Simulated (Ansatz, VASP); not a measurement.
# GaN in VASP and in Ansatz

```
CELL_PARAMETERS angstrom
0.00000 2.13524 2.13524
2.13524 0.00000 2.13524
2.13524 2.13524 0.00000
ATOMIC_POSITIONS crystal
Ga 0.00000 0.00000 0.00000
N 0.50000 0.50000 0.50000
```

Alike in both runs: functional LDA; k mesh 11 × 11 × 11; occupations fermi-dirac, width 0.05 eV; no spin polarisation.

```csv
,VASP,Ansatz
version,VASP 6.6.1,Ansatz 0.2.0
potentials or method,"VASP PAW LDA potentials, release 64 (Ga_d, N), cutoff 520 eV","all-electron LAPW, scalar-relativistic"
task,single point,band structure
```

|  | VASP | Ansatz | Ansatz less VASP |
| --- | --- | --- | --- |
| gap on the k mesh at the Fermi level (eV) | 0.36 | 0.34 | -0.026 |
| least direct gap on the mesh (eV) | 2.45 | 2.42 | -0.024 |
| pressure (GPa) | -12.5 | -13.5 | -0.92 |

LDA's correlation is that of Perdew and Zunger in VASP and of Perdew and Wang (1992) in Ansatz. Ansatz ran all-electron here, and VASP with PAW potentials.
